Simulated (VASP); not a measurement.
Runs of VASP 6.6.1 on BN. The structure is that of space group R3m (No. 160), or close to it. The cells are those of the table. 

```tsv
level	cell	cutoff (eV)	gap on the mesh (eV)	pressure (GPa)	largest force (eV/Å)
PBE	a = 3.712 Å, angles 36.7°, 2 atoms	520	4.74	66.0	0.64
PBE	a = 3.855 Å, angles 37.9°, 2 atoms	520	3.60	-2.5	4.22
PBE	a = 4.018 Å, angles 37.0°, 2 atoms	520	3.90	(d)	2.96
r2SCAN	a = 3.819 Å, angles 37.8°, 2 atoms	660	4.74	(c)	1.70
PBEsol+D3(BJ)	a = 3.712 Å, angles 36.7°, 2 atoms	600	4.56	62.0	0.64
PBE	a = 3.618 Å, angles 43.1°, 2 atoms	520	3.14	-32.3	3.73
PBE	a = 3.562 Å, angles 42.0°, 2 atoms	520	4.13	-10.5	0.71
PBE	a = 3.770, b = 3.770, c = 3.817 Å, angles 39.9, 39.9, 39.7°, 2 atoms	520	1.18	(b)	(a)
PBE	a = 3.562 Å, angles 42.0°, 2 atoms	600	4.13	-10.7	0.71
```

Alike in all rows: task single point; potentials or basis VASP PAW PBE potentials, release 64 (B, N); no spin polarisation; k mesh 12 × 12 × 12; smearing gaussian 0.02 eV.

Problem. Estimate the missing entries.

Solution. (a) 6.67; (b) -23.0; (c) 6.1; (d) -10.4.

Caveats: forces of over 1 eV/Å act on the atoms, so gaps and moduli don't describe the material at rest (some runs); the PAW data sets were made with another functional, which shifts forces and pressure a little (some runs).

A k mesh can miss the band edges.
